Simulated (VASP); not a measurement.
A run of VASP 6.6.1:

INCAR

```
SYSTEM = Be3Se2O
  PREC = Accurate
  ENCUT = 600
  EDIFF = 1E-6
  ISMEAR = 0
  SIGMA = 0.15
  LREAL = .False.
  LASPH = .True.
  NELM = 120
  ALGO = Normal
  ISIF = 2
  LWAVE = .False.
  LCHARG = .True.
  GGA = PE
  LELF = .True.
  LVHAR = .True.
  NBANDS = 21
  GGA_COMPAT = .False.
```

KPOINTS

```
regular mesh
0
Gamma
  4 4 2
  0 0 0
```

File POSCAR:

```
Be3Se2O
1.0
    3.4362303244      0.0000000000      0.0000000000
   -1.7181151622      2.9758627542      0.0000000000
    0.0000000000      0.0000000000      8.1760163143
Be Se O
3 2 1
Direct
    0.3333333333      0.6666666667      0.5538365669
    0.0000000000      0.0000000000      0.1728035963
    0.6666666667      0.3333333333      0.9246314719
    0.6666666667      0.3333333333      0.6554603844
    0.3333333333      0.6666666667      0.2833213565
    0.0000000000      0.0000000000     -0.0230533760
```

Potentials or basis: VASP PAW PBE potentials, release 64 (Be, Se, O).

Run with:

```bash
$ cat potpaw_PBE.64/Be/POTCAR potpaw_PBE.64/Se/POTCAR potpaw_PBE.64/O/POTCAR > POTCAR
$ mpirun -np 1 vasp_std > vasp.out
```

Hardware: 1 thread of Intel(R) Xeon(R) Platinum 8375C CPU @ 2.90GHz (Ice Lake) (shared host).

Question: How long does it take, and how much memory?

Answer: It took 23 s on 1 thread of Intel(R) Xeon(R) Platinum 8375C CPU @ 2.90GHz (Ice Lake), with other jobs on the host, peak memory 0.23 GiB. Counts: scf iterations 14, k points 8.
